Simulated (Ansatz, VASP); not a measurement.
# Ag: VASP beside Ansatz

Contents of INCAR:

```
SYSTEM = Ag
  PREC = Accurate
  ENCUT = 520
  EDIFF = 1E-6
  ISMEAR = 0
  SIGMA = 0.15
  LREAL = .FALSE.
  LASPH = .TRUE.
  NELM = 100
  ALGO = Fast
  ISIF = 2
  LWAVE = .FALSE.
  LCHARG = .FALSE.
  GGA = PS
  NBANDS = 30
```

Contents of KPOINTS:

```
Automatic mesh
0
G
  18 18 6
  0 0 0
```

POSCAR

```
Ag
1.0
    2.9570817686      0.0000000000      0.0000000000
   -1.4785408843      2.5609079327      0.0000000000
    0.0000000000      0.0000000000      9.3380588842
Ag
4
Direct
    0.3333333333      0.6666666667      0.2500000000
    0.6666666667      0.3333333333      0.7500000000
    0.0000000000      0.0000000000      0.0000000000
    0.0000000000      0.0000000000      0.5000000000
```

Input for Ansatz:

```yaml
crystal:
  lattice:
    - [2.9570817686, 0.0, 0.0]
    - [-1.4785408843, 2.5609079327, 0.0]
    - [0.0, 0.0, 9.3380588842]
  atoms:
    - { symbol: Ag, position: [0.3333333333, 0.6666666667, 0.25] }
    - { symbol: Ag, position: [0.6666666667, 0.3333333333, 0.75] }
    - { symbol: Ag, position: [0.0, 0.0, 0.0] }
    - { symbol: Ag, position: [0.0, 0.0, 0.5] }
basis:
  ecutwfc: 420
kpoints:
  mp_grid: { grid: [18, 18, 6] }
hamiltonian:
  xc: pbesol
scf:
  occupations: { method: gaussian, width: 0.15 }
output:
  forces: true
  stress: true
  eigenvalues: true
  write_density: true
  write_potential: true
  elf: true
  volumetric_format: npy
```

Change from the starting cell: strain +0.030 along x and y, +0.000 along z, atoms carried along.

Alike in both runs: task single point; functional PBEsol; k mesh 18 × 18 × 6; occupations gaussian, width 0.15 eV; no spin polarisation.

|  | VASP | Ansatz |
| --- | --- | --- |
| version | VASP 6.6.1 | Ansatz 0.2.0 |
| potentials or method | VASP PAW PBE potentials, release 64 (Ag), cutoff 520 eV | scalar-relativistic, plane waves, PAW |
| valence electrons in the cell | 44 | 76 |

Ansatz gave:

| Quantity | Value |
| --- | --- |
| gap on the k mesh at the Fermi level (eV) | none |
| pressure (GPa) | -5.7 |
| traceless stress, the component that is largest in VASP (GPa) | 1.84 |

Problem. Estimate VASP's values.

Solution. gap on the k mesh at the Fermi level (eV): none; pressure (GPa): -5.8; traceless stress, the component that is largest in VASP (GPa): 1.83.

VASP's potentials were made for PBE, not for PBEsol. A gap of «none» marks a metal or a gap that the smearing closes. With one functional, cell and mesh, what is left measures potentials, basis and numerics. VASP's potentials hold 44 valence electrons a cell and Ansatz's 76, so a difference there can come from the potentials and not from the codes.
